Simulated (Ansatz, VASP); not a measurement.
# SrLi2SnS4 in VASP and in Ansatz

```
CELL_PARAMETERS angstrom
-3.35016 3.35016 4.05504
3.35016 -3.35016 4.05504
3.35016 3.35016 -4.05504
ATOMIC_POSITIONS crystal
Li 0.25000 0.75000 0.50000
Li 0.75000 0.25000 0.50000
Sr 0.50000 0.50000 0.00000
Sn 0.00000 0.00000 0.00000
S 0.03700 0.03700 0.41707
S 0.96300 0.38007 0.00000
S 0.61993 0.61993 0.58293
S 0.38007 0.96300 0.00000
```

Alike in both runs: functional PBE; k mesh 6 × 6 × 6; occupations gaussian, width 0.02 eV; no spin polarisation.

Ansatz relaxed the structure, and its values are those at the end. VASP's run is a single point on that final structure, the one shown.

|  | VASP | Ansatz |
| --- | --- | --- |
| version | VASP 6.6.1 | Ansatz 0.2.0 |
| potentials or method | VASP PAW PBE potentials, release 64 (Li_sv, Sr_sv, Sn_d, S), cutoff 520 eV | scalar-relativistic, plane waves, PAW |
| valence electrons in the cell | 54 | 54 |

Ansatz gave:

| Quantity | Value |
| --- | --- |
| gap on the k mesh at the Fermi level (eV) | 2.43 |
| least direct gap on the mesh (eV) | 2.46 |
| rms of the force components (eV/Å) | 0.000 |

**Question.** Which values does VASP return?

**Answer.** gap on the k mesh at the Fermi level (eV): 2.46; least direct gap on the mesh (eV): 2.46; rms of the force components (eV/Å): 0.009.

With one functional, cell and mesh, what is left measures potentials, basis and numerics.

Noted on VASP's run: the cutoff is short for stress, so the pressure is rough.
